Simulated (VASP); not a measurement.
A run of VASP 6.6.1 is set up as follows.

File INCAR:

```
PREC = Accurate ; ENCUT = 500
EDIFF = 1E-6 ; ISMEAR = -5
SIGMA = 0.1 ; LREAL = False
LASPH = True ; NELM = 120
ALGO = Normal ; ISIF = 2
LWAVE = False ; LCHARG = False
GGA = PS ; NBANDS = 10
GGA_COMPAT = False
```

KPOINTS

```
Automatic mesh
0
Gamma
  8 8 8
```

File POSCAR:

```
Na
1.0
   -2.1040267987      2.1040267987      2.1040267987
    2.1040267987     -2.1040267987      2.1040267987
    2.1040267987      2.1040267987     -2.1040267987
Na
1
Direct
    0.0481462070      0.0409921603     -0.0326747422
```

Potentials or basis: VASP PAW PBE potentials, release 64 (Na_pv).

Command:

```console
$ cat potpaw_PBE.64/Na_pv/POTCAR > POTCAR
$ mpirun -np 1 vasp_std > vasp.out
```

**Question.** What does it give for the pressure?

**Answer.** -0.2 GPa.

Caveat: the PAW data sets were made with another functional, which shifts forces and pressure a little; tetrahedron occupations give inexact forces and stress in metals.
